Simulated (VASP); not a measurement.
Cu: single point with PBE

Crystal: Cu.

```
Cu
1.0
     2.95106    0.00000    0.00000
     0.00000    2.95106    0.00000
     0.00000    0.00000    2.84188
Cu
2
Direct
  0.00000 0.00000 0.00000
  0.50000 0.50000 0.50000
```

This cell differs from its parent crystal: strain along c alone, the other axes held: +3.0 %.

```yaml
Program: VASP 6.6.1
Task: single point
Functional: PBE
Potentials_or_basis: VASP PAW PBE potentials, release 64 (Cu)
Cutoff: 520 eV
k_mesh: 14 × 14 × 16
Occupations: gaussian, width 0.1 eV
Spin: no spin polarisation
Dipole_correction: no
Further_INCAR_settings: ALGO = Fast; EDIFF = 1e-06; NBANDS = 18
```

The pressure is -2.8 GPa. The band gap on the k mesh is zero (band 11 reaches 13.17 eV, above the bottom of band 12 at 5.65 eV).

Levels at points of the mesh, in eV from the Fermi level:
```tsv
k point	band 9	band 10	band 11	band 12	band 13	band 14
(0.00, 0.00, 0.00)	-1.52	-1.52	-1.49	7.53	7.53	8.91
(0.50, 0.00, 0.00)	-2.23	-2.23	-1.39	-1.39	13.56	13.56
(0.50, 0.50, 0.00)	-1.37	-1.37	-0.66	-0.66	3.83	3.83
(0.00, 0.00, 0.50)	-2.27	-2.27	-1.11	-1.11	13.95	13.95
(0.50, 0.00, 0.50)	-1.35	-1.35	-0.39	-0.39	4.22	4.22
(0.50, 0.50, 0.50)	-1.88	-1.88	6.14	6.14	6.39	6.39
```

It took 84 s on 1 thread of Intel(R) Xeon(R) Platinum 8259CL CPU @ 2.50GHz (Skylake/Cascade Lake), with other jobs on the host, peak memory 0.23 GiB.

Caveat: the cell differs from its parent crystal (strain along c alone, the other axes held: +3.0 %).
